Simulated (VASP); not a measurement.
Here is a VASP 6.6.1 calculation.

File INCAR:

```
  PREC = Accurate
  ENCUT = 600
  EDIFF = 1E-6
  ISMEAR = 0
  SIGMA = 0.1
  LREAL = F
  LASPH = T
  NELM = 100
  ALGO = Fast
  ISIF = 3
  LWAVE = F
  LCHARG = F
  GGA = PE
  IBRION = 2
  NSW = 100
  EDIFFG = -0.01
```

File KPOINTS:

```
Automatic mesh
0
Gamma
  10 10 10
```

File POSCAR:

```
Ba3Mo
1.0
    5.3018976511      0.0000000000      0.0000000000
    0.0000000000      5.3018976511      0.0000000000
    0.0000000000      0.0000000000      5.3018976511
Ba Mo
3 1
Direct
    0.0000000000      0.5000000000      0.5000000000
    0.5000000000      0.0000000000      0.5000000000
    0.5000000000      0.5000000000      0.0000000000
    0.0000000000      0.0000000000      0.0000000000
```

Potentials or basis: VASP PAW PBE potentials, release 64 (Ba_sv, Mo_sv).

Launch:

```console
$ cat potpaw_PBE.64/Ba_sv/POTCAR potpaw_PBE.64/Mo_sv/POTCAR > POTCAR
$ mpirun -np 1 vasp_std > vasp.out
```

(1) Predict the space group after relaxing (to 0.1 Å).

(2) Estimate the band gap on the k mesh.

(3) Estimate the relaxed cell.

(4) What does it give for the relaxed volume?

Results:

(1) Pm-3m (No. 221).

(2) zero (bands 22 and 23 overlap by 1.26 eV).

(3) a = 5.387 Å, b = 5.387 Å, c = 5.387 Å, α = 90.00°, β = 90.00°, γ = 90.00°.

(4) 39.08 Å³/atom.

Caveat: spin-orbit coupling is left out, which moves the levels of the heavy elements.
